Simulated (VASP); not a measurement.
# KTaO3 (Pm-3m) in VASP: notebook

Runs on KTaO3. Level: PBEsol. Tasks: single point, relaxation of cell and atoms.

Program: VASP 6.6.1. These are calculated values, not measurements. Logs are shortened: lines on timing, memory, paths and dates and some standing lists are left out, and cuts for length are marked.

## (1) The cell of the first run

Symmetry: Pm-3m, No. 221, cubic system. The conventional cell has a = 3.999 Å, b = 3.999 Å, c = 3.999 Å, α = 90.00°, β = 90.00°, γ = 90.00°. K (site symmetry m-3m) has 12 O at 2.83 Å and 8 Ta at 3.46 Å within 3.7 Å. Within 2.6 Å of Ta (site symmetry m-3m) lie 6 O at 2.00 Å. O (site symmetry 4/mmm) has 2 Ta at 2.00 Å within 2.6 Å.

## (2) Single point, PBEsol

INCAR reads:

```
SYSTEM = KTaO3
PREC = Accurate
ENCUT = 520
EDIFF = 1E-6
ISMEAR = 0
SIGMA = 0.02
LREAL = .FALSE.
LASPH = .TRUE.
NELM = 80
ALGO = Normal
ISIF = 2
LWAVE = .FALSE.
LCHARG = .TRUE.
GGA = PS
LELF = .TRUE.
LVHAR = .TRUE.
NBANDS = 27
```

KPOINTS reads:

```
Automatic mesh
0
G
  8 8 8
  0 0 0
```

POSCAR reads:

```
KTaO3
1.0
    3.9991245543      0.0000000000      0.0000000000
    0.0000000000      3.9991245543      0.0000000000
    0.0000000000      0.0000000000      3.9991245543
K Ta O
1 1 3
Direct
    0.5000000000      0.5000000000      0.5000000000
    0.0000000000      0.0000000000      0.0000000000
    0.0000000000      0.5000000000      0.0000000000
    0.0000000000      0.0000000000      0.5000000000
    0.5000000000      0.0000000000      0.0000000000
```

Potentials or basis: VASP PAW PBE potentials, release 64 (K_sv, Ta_pv, O).

Run with:

```sh
> cat potpaw_PBE.64/K_sv/POTCAR potpaw_PBE.64/Ta_pv/POTCAR potpaw_PBE.64/O/POTCAR > POTCAR
> mpirun -np 1 vasp_std > vasp.out
```

OUTCAR:

```text
SYSTEM = KTaO3
   PREC = Accurate
   ENCUT = 520
   EDIFF = 1E-6
   ISMEAR = 0
   LREAL = .FALSE.
   LASPH = .TRUE.
   NELM = 80
   ISIF = 2
   GGA = PS

 ion  position               nearest neighbor table
   1  0.500  0.500  0.500-   3 2.83   4 2.83   5 2.83   3 2.83   5 2.83   4 2.83   5 2.83   5 2.83
                             3 2.83   4 2.83   3 2.83   4 2.83   2 3.46   2 3.46   2 3.46   2 3.46
   2  0.000  0.000  0.000-   3 2.00   4 2.00   5 2.00   4 2.00   3 2.00   5 2.00   1 3.46   1 3.46
                             1 3.46   1 3.46   1 3.46   1 3.46   1 3.46   1 3.46
   3  0.000  0.500  0.000-   2 2.00   2 2.00   1 2.83   1 2.83   1 2.83   1 2.83
   4  0.000  0.000  0.500-   2 2.00   2 2.00   1 2.83   1 2.83   1 2.83   1 2.83
   5  0.500  0.000  0.000-   2 2.00   2 2.00   1 2.83   1 2.83   1 2.83   1 2.83

  LATTYP: Found a simple cubic cell.
 ALAT       =     3.9991245543

  Lattice vectors:

 A1 = (   3.9991245543,   0.0000000000,   0.0000000000)
 A2 = (   0.0000000000,   3.9991245543,   0.0000000000)
 A3 = (   0.0000000000,   0.0000000000,   3.9991245543)

Analysis of symmetry for initial positions (statically):
=====================================================================
 Subroutine PRICEL returns:
 Original cell was already a primitive cell.

 Routine SETGRP: Setting up the symmetry group for a
 simple cubic supercell.

 Subroutine GETGRP returns: Found 48 space group operations
 (whereof 48 operations were pure point group operations)
 out of a pool of 48 trial point group operations.

The static configuration has the point symmetry O_h .

Analysis of symmetry for dynamics (positions and initial velocities):
=====================================================================
 Subroutine PRICEL returns:
 Original cell was already a primitive cell.

 Routine SETGRP: Setting up the symmetry group for a
 simple cubic supercell.

 Subroutine GETGRP returns: Found 48 space group operations
 (whereof 48 operations were pure point group operations)
 out of a pool of 48 trial point group operations.

The dynamic configuration has the point symmetry O_h .

 Subroutine INISYM returns: Found 48 space group operations
 (whereof 48 operations are pure point group operations),
 and found     1 'primitive' translations

----------------------------------------------------------------------------------------

                                     Primitive cell

  volume of cell :      63.9580

  direct lattice vectors                    reciprocal lattice vectors
     3.999124554  0.000000000  0.000000000     0.250054727  0.000000000  0.000000000
     0.000000000  3.999124554  0.000000000     0.000000000  0.250054727  0.000000000
     0.000000000  0.000000000  3.999124554     0.000000000  0.000000000  0.250054727

  length of vectors
     3.999124554  3.999124554  3.999124554     0.250054727  0.250054727  0.250054727

  position of ions in fractional coordinates (direct lattice)
     0.500000000  0.500000000  0.500000000
     0.000000000  0.000000000  0.000000000
     0.000000000  0.500000000  0.000000000
     0.000000000  0.000000000  0.500000000
     0.500000000  0.000000000  0.000000000

  ion indices of the primitive-cell ions
   primitive index   ion index
                 1           1
                 2           2
                 3           3
                 4           4
                 5           5

----------------------------------------------------------------------------------------

 KPOINTS: Automatic mesh

Automatic generation of k-mesh.
 Grid dimensions read from file:
 generate k-points for:    8    8    8

 Generating k-lattice:

  Cartesian coordinates                     Fractional coordinates (reciprocal lattice)
     0.031256841  0.000000000  0.000000000     0.125000000  0.000000000  0.000000000
     0.000000000  0.031256841  0.000000000     0.000000000  0.125000000  0.000000000
     0.000000000  0.000000000  0.031256841     0.000000000  0.000000000  0.125000000

  Length of vectors
     0.031256841  0.031256841  0.031256841

  Shift w.r.t. Gamma in fractional coordinates (k-lattice)
     0.000000000  0.000000000  0.000000000

 Subroutine IBZKPT returns following result:
 ===========================================

 Found     35 irreducible k-points:

 Following reciprocal coordinates:
            Coordinates               Weight
  0.000000  0.000000  0.000000      1.000000
  0.125000  0.000000  0.000000      6.000000
  0.250000  0.000000  0.000000      6.000000
  0.375000  0.000000  0.000000      6.000000
  0.500000  0.000000  0.000000      3.000000
  0.125000  0.125000  0.000000     12.000000
[... 16 lines left out ...]
  0.375000  0.375000  0.125000     24.000000
  0.500000  0.375000  0.125000     24.000000
 [... further k-points ...]
   k-points           NKPTS =     35   k-points in BZ     NKDIM =     35   number of bands    NBANDS=     27
   number of dos      NEDOS =    301   number of ions     NIONS =      5
[... 64 lines left out ...]

 E-fermi :   1.6892     XC(G=0): -11.0965

 val. band max:        1.6074822238   @ k =   0.5000   0.5000   0.5000
 cond. band min:       3.6756415451   @ k =   0.0000   0.0000   0.0000
 fundamental gap:      2.0681593213
 Fermi energy:         1.6892032740

 k-point     1 :       0.0000    0.0000    0.0000
  band No.  band energies     occupation
      1     -32.4924      2.00000
      2     -32.4924      2.00000
      3     -32.4924      2.00000
      4     -25.5173      2.00000
      5     -15.8478      2.00000
      6     -15.1233      2.00000
[... 19 lines left out ...]
     26       9.5198      0.00000
     27       9.5198      0.00000

 k-point     2 :       0.1250    0.0000    0.0000
  band No.  band energies     occupation
      1     -32.5054      2.00000
      2     -32.4919      2.00000
      3     -32.4919      2.00000
      4     -25.5131      2.00000
      5     -15.8020      2.00000
      6     -15.1198      2.00000
[... 19 lines left out ...]
     26       9.7199      0.00000
     27       9.7536      0.00000

 k-point     3 :       0.2500    0.0000    0.0000
  band No.  band energies     occupation
      1     -32.5365      2.00000
      2     -32.4907      2.00000
      3     -32.4907      2.00000
      4     -25.5031      2.00000
      5     -15.7449      2.00000
      6     -15.1115      2.00000
[... 19 lines left out ...]
     26      10.2223      0.00000
     27      10.6238      0.00000

 k-point     4 :       0.3750    0.0000    0.0000
  band No.  band energies     occupation
      1     -32.5672      2.00000
      2     -32.4895      2.00000
      3     -32.4895      2.00000
      4     -25.4931      2.00000
      5     -15.7352      2.00000
      6     -15.1031      2.00000
[... 19 lines left out ...]
     26      10.7580      0.00000
     27      11.9097      0.00000

 k-point     5 :       0.5000    0.0000    0.0000
  band No.  band energies     occupation
      1     -32.5799      2.00000
      2     -32.4890      2.00000
      3     -32.4890      2.00000
      4     -25.4890      2.00000
      5     -15.7386      2.00000
      6     -15.1000      2.00000
[... 19 lines left out ...]
     26      10.9922      0.00000
     27      11.9952      0.00000

 k-point     6 :       0.1250    0.1250    0.0000
  band No.  band energies     occupation
      1     -32.5050      2.00000
      2     -32.5047      2.00000
      3     -32.4914      2.00000
      4     -25.5093      2.00000
      5     -15.7459      2.00000
      6     -15.0715      2.00000
[... 444 lines left out ...]
      1     -32.5645      2.00000
      2     -32.5325      2.00000
      3     -32.5006      2.00000
      4     -25.4826      2.00000
      5     -15.3653      2.00000
      6     -14.7823      2.00000
[... 19 lines left out ...]
     26      11.4854      0.00000
     27      12.3494      0.00000

 k-point    22 :       0.5000    0.2500    0.1250
  band No.  band energies     occupation
      1     -32.5770      2.00000
      2     -32.5320      2.00000
      3     -32.5001      2.00000
      4     -25.4796      2.00000
      5     -15.3527      2.00000
      6     -14.7788      2.00000
[... 19 lines left out ...]
     26      11.7097      0.00000
     27      12.1627      0.00000

 k-point    23 :       0.3750    0.3750    0.1250
  band No.  band energies     occupation
      1     -32.5631      2.00000
      2     -32.5628      2.00000
      3     -32.4994      2.00000
      4     -25.4768      2.00000
      5     -15.2688      2.00000
      6     -14.4686      2.00000
[... 19 lines left out ...]
     26      12.0878      0.00000
     27      12.2718      0.00000

 k-point    24 :       0.5000    0.3750    0.1250
  band No.  band energies     occupation
      1     -32.5755      2.00000
      2     -32.5624      2.00000
      3     -32.4989      2.00000
      4     -25.4744      2.00000
      5     -15.2440      2.00000
      6     -14.4478      2.00000
[... 19 lines left out ...]
     26      12.2308      0.00000
     27      12.2788      0.00000

 [... further k-points ...]
[... 5 lines left out ...]
  --------------------------------------------------------------------------------------
  -------------------------------------------------------------------------------------
  Total       -0.5416873     -0.5416873     -0.5416873      0.0000000      0.0000000     -0.0000000
  in kB      -13.5695200    -13.5695200    -13.5695200      0.0000000      0.0000000     -0.0000000
  external PRESSURE =     -13.5695200 kB  Pullay stress =       0.0000000 kB

 VOLUME and BASIS-vectors are now :
 -----------------------------------------------------------------------------
  energy-cutoff  :      520.00
  volume of cell :       63.96
      direct lattice vectors                 reciprocal lattice vectors
     3.999124554  0.000000000  0.000000000     0.250054727  0.000000000  0.000000000
     0.000000000  3.999124554  0.000000000     0.000000000  0.250054727  0.000000000
     0.000000000  0.000000000  3.999124554     0.000000000  0.000000000  0.250054727

 POSITION                                       TOTAL-FORCE (eV/Angst)
 -----------------------------------------------------------------------------------
      1.99956      1.99956      1.99956         0.000000      0.000000      0.000000
      0.00000      0.00000      0.00000         0.000000      0.000000      0.000000
      0.00000      1.99956      0.00000         0.000000      0.000000      0.000000
      0.00000      0.00000      1.99956         0.000000      0.000000      0.000000
      1.99956      0.00000      0.00000         0.000000      0.000000      0.000000
 -----------------------------------------------------------------------------------
    total drift:                                0.000000     -0.000000      0.000000

  FREE ENERGIE OF THE ION-ELECTRON SYSTEM (eV)
  ---------------------------------------------------
  free  energy   TOTEN  =       -42.9200348188 eV

  energy  without entropy=      -42.9200348188  energy(sigma->0) =      -42.92003482
```

It took 59 s on 1 thread of Intel Xeon 6975P-C (Granite Rapids), shared host; peak memory 0.2 GiB.

What came out:

| Item | Value |
| --- | --- |
| Free energy | -42.9200 eV |
| Pressure | -1.4 GPa |
| Band gap on the k mesh | 2.07 eV (least direct gap 2.69 eV) |

Levels at points of the mesh, in eV from the valence-band top:
```
           k point  band 15  band 16  band 17  band 18  band 19  band 20  band 21  band 22  band 23  band 24
(0.00, 0.00, 0.00)    -1.06    -1.06    -0.63    -0.63    -0.63     2.07     2.07     2.07     6.38     6.66
(0.50, 0.00, 0.00)    -2.35    -2.16    -1.53    -0.85    -0.85     2.23     4.93     4.93     6.70     8.28
(0.50, 0.50, 0.00)    -2.85    -1.68    -1.44    -1.44    -0.04     4.97     4.97     6.24     7.53     9.99
(0.50, 0.50, 0.50)    -3.92    -3.92     0.00     0.00     0.00     6.38     6.38     6.38     8.78     8.78
```

Caveat: the PAW data sets were made with another functional, which shifts forces and pressure a little; spin-orbit coupling is left out, which moves the levels of the heavy elements.

## (3) Relaxation of cell and atoms, PBEsol, target pressure 40 GPa, at which the enthalpy is minimised

This run uses another cell than the first one, of 10.92 Å³/atom.

INCAR reads:

```
SYSTEM = KTaO3
ALGO = Normal
EDIFF = 1E-7
EDIFFG = -0.008
ENCUT = 600
GGA = PS
IBRION = 2
ISIF = 3
ISMEAR = 0
LASPH = .True.
LCHARG = .False.
LREAL = .False.
LWAVE = .False.
NELM = 60
NSW = 70
PREC = Accurate
PSTRESS = 400.0
SIGMA = 0.02
```

KPOINTS reads:

```
k-points
0
Gamma
  8 8 8
  0 0 0
```

POSCAR: that of step 2 with these lines changed.

```diff
@@ -2,5 +2,5 @@
 1.0
-    3.9991245543      0.0000000000      0.0000000000
-    0.0000000000      3.9991245543      0.0000000000
-    0.0000000000      0.0000000000      3.9991245543
+    3.7941193230      0.0000000000      0.0000000000
+    0.0000000000      3.7941193230      0.0000000000
+    0.0000000000      0.0000000000      3.7941193230
 K Ta O
```

Potentials or basis: VASP PAW PBE potentials, release 64 (K_sv, Ta_pv, O).

Run with:

```sh
> cat potpaw_PBE.64/K_sv/POTCAR potpaw_PBE.64/Ta_pv/POTCAR potpaw_PBE.64/O/POTCAR > POTCAR
> mpirun -np 1 vasp_std > vasp.out
```

Run time: 2.3 min. Hardware: 1 thread of Intel Xeon 6975P-C (Granite Rapids), shared host; peak memory 0.21 GiB.

The run converged. Its results:

| Item | Value |
| --- | --- |
| Free energy | -41.9843 eV |
| Relaxed volume | 11.01 Å³/atom |
| Relaxed cell | a = 3.804 Å, b = 3.804 Å, c = 3.804 Å, α = 90.00°, β = 90.00°, γ = 90.00° |
| Space group after relaxing (to 0.1 Å) | Pm-3m (No. 221) |
| Energy change on relaxing (the run minimises the enthalpy) | -22.3 meV/atom |
| Ionic steps | 3 |
| Pressure after relaxing | 40.0 GPa |
| Band gap on the k mesh | 2.35 eV (least direct gap 2.83 eV) |

The path:
```csv
step,energy change (eV),largest force (eV/Å),pressure (GPa),volume (Å³)
1,0.0000,0.0000,42.92,54.62
2,-0.3732,0.0000,32.64,56.21
3,-0.1116,0.0000,39.98,55.05
```

Final structure:
```
K Ta O
1.0
     3.80408    0.00000    0.00000
     0.00000    3.80408    0.00000
     0.00000    0.00000    3.80408
K Ta O
1 1 3
Direct
  0.50000 0.50000 0.50000
  0.00000 0.00000 0.00000
  0.00000 0.50000 0.00000
  0.00000 0.00000 0.50000
  0.50000 0.00000 0.00000
```

Levels at points of the mesh, in eV from the valence-band top:
| k point | band 15 | band 16 | band 17 | band 18 | band 19 | band 20 | band 21 | band 22 | band 23 |
| --- | --- | --- | --- | --- | --- | --- | --- | --- | --- |
| (0.00, 0.00, 0.00) | -1.32 | -1.32 | -0.49 | -0.49 | -0.49 | 2.35 | 2.35 | 2.35 | 7.63 |
| (0.50, 0.00, 0.00) | -2.41 | -2.41 | -1.95 | -0.73 | -0.73 | 2.59 | 5.97 | 5.97 | 8.59 |
| (0.50, 0.50, 0.00) | -3.45 | -1.61 | -1.61 | -1.27 | -0.06 | 6.02 | 6.02 | 7.53 | 9.51 |
| (0.50, 0.50, 0.50) | -4.37 | -4.37 | 0.00 | 0.00 | 0.00 | 7.82 | 7.82 | 7.82 | 9.19 |

Caveat: the cell is relaxed towards a set pressure, so the run minimises the enthalpy, not the energy; the PAW data sets were made with another functional, which shifts forces and pressure a little; spin-orbit coupling is left out, which moves the levels of the heavy elements. A k mesh can miss the band edges.

## (4) Relaxation of cell and atoms, PBEsol, target pressure 20 GPa, at which the enthalpy is minimised

This run uses another cell than the first one, of 11.64 Å³/atom.

INCAR reads:

```
SYSTEM = KTaO3
PREC     = Accurate       ! precision mode
ENCUT    = 600            ! plane-wave cutoff, eV
EDIFF    = 1E-6           ! SCF threshold, eV
ISMEAR   = 0              ! smearing method
SIGMA    = 0.02           ! smearing width, eV
LREAL    = .False.        ! projectors in reciprocal space
LASPH    = .True.         ! aspherical terms in the spheres
NELM     = 100            ! most SCF steps
ALGO     = Normal         ! electronic algorithm
ISIF     = 3              ! what is computed and relaxed
LWAVE    = .False.        ! write WAVECAR
LCHARG   = .False.        ! write CHGCAR
GGA      = PS             ! functional
IBRION   = 2              ! ionic algorithm
NSW      = 70             ! ionic steps
EDIFFG   = -0.008         ! ionic threshold
PSTRESS  = 200.0
```

KPOINTS reads:

```
Automatic mesh
0
Gamma
  8 8 8
  0 0 0
```

POSCAR: that of step 3 with these lines changed.

```diff
@@ -2,5 +2,5 @@
 1.0
-    3.7941193230      0.0000000000      0.0000000000
-    0.0000000000      3.7941193230      0.0000000000
-    0.0000000000      0.0000000000      3.7941193230
+    3.8755526130      0.0000000000      0.0000000000
+    0.0000000000      3.8755526130      0.0000000000
+    0.0000000000      0.0000000000      3.8755526130
 K Ta O
```

Run with:

```sh
> cat potpaw_PBE.64/K_sv/POTCAR potpaw_PBE.64/Ta_pv/POTCAR potpaw_PBE.64/O/POTCAR > POTCAR
> mpirun -np 1 vasp_std > vasp.out
```

It took 97 s on 1 thread of Intel Xeon 6975P-C (Granite Rapids), shared host; peak memory 0.22 GiB.

Results (log left out):

| Quantity | Value |
| --- | --- |
| Free energy | -42.6291 eV |
| Relaxed volume | 11.70 Å³/atom |
| Relaxed cell | a = 3.882 Å, b = 3.882 Å, c = 3.882 Å, α = 90.00°, β = 90.00°, γ = 90.00° |
| Space group after relaxing (to 0.1 Å) | Pm-3m (No. 221) |
| Energy change on relaxing (the run minimises the enthalpy) | -7.7 meV/atom |
| Ionic steps | 3 |
| Pressure after relaxing | 20.0 GPa |
| Band gap on the k mesh | 2.24 eV (least direct gap 2.81 eV) |

Step by step:
```csv
step,energy change (eV),largest force (eV/Å),pressure (GPa),volume (Å³)
1,0.0000,0.0000,21.49,58.21
2,-0.1099,0.0000,17.02,59.13
3,-0.0383,0.0000,20.00,58.51
```

Final structure:
```
CELL_PARAMETERS angstrom
3.88210 0.00000 0.00000
0.00000 3.88210 0.00000
0.00000 0.00000 3.88210
ATOMIC_POSITIONS crystal
K 0.50000 0.50000 0.50000
Ta 0.00000 0.00000 0.00000
O 0.00000 0.50000 0.00000
O 0.00000 0.00000 0.50000
O 0.50000 0.00000 0.00000
```

Levels at points of the mesh, in eV from the valence-band top:
```
           k point  band 15  band 16  band 17  band 18  band 19  band 20  band 21  band 22  band 23
(0.00, 0.00, 0.00)    -1.21    -1.21    -0.57    -0.57    -0.57     2.24     2.24     2.24     7.10
(0.50, 0.00, 0.00)    -2.38    -2.35    -1.77    -0.81    -0.81     2.45     5.53     5.53     7.78
(0.50, 0.50, 0.00)    -3.19    -1.54    -1.54    -1.47    -0.05     5.58     5.58     7.00     8.71
(0.50, 0.50, 0.50)    -4.19    -4.19     0.00     0.00     0.00     7.21     7.21     7.21     9.03
```

Caveat: the cell is relaxed towards a set pressure, so the run minimises the enthalpy, not the energy; the PAW data sets were made with another functional, which shifts forces and pressure a little; spin-orbit coupling is left out, which moves the levels of the heavy elements. A k mesh can miss the band edges.

## (5) Summary

| task | cell | cutoff (eV) | gap on the mesh (eV) | pressure (GPa) |
| --- | --- | --- | --- | --- |
| single point | a = 3.999 Å, 5 atoms | 520 | 2.07 | -1.4 |
| relaxation of cell and atoms | relaxed to 40 GPa from a = 3.794 Å, 5 atoms | 600 | 2.35 | 40.0 |
| relaxation of cell and atoms | relaxed to 20 GPa from a = 3.876 Å, 5 atoms | 600 | 2.24 | 20.0 |

Alike in all rows: level PBEsol; potentials or basis VASP PAW PBE potentials, release 64 (K_sv, Ta_pv, O); no spin polarisation; k mesh 8 × 8 × 8; smearing gaussian 0.02 eV.

Caveats: the PAW data sets were made with another functional, which shifts forces and pressure a little; spin-orbit coupling is left out, which moves the levels of the heavy elements; the cell is relaxed towards a set pressure, so the run minimises the enthalpy, not the energy (at least some runs).

Total energies depend on the potentials used, so only differences within one code and one set of settings carry meaning.
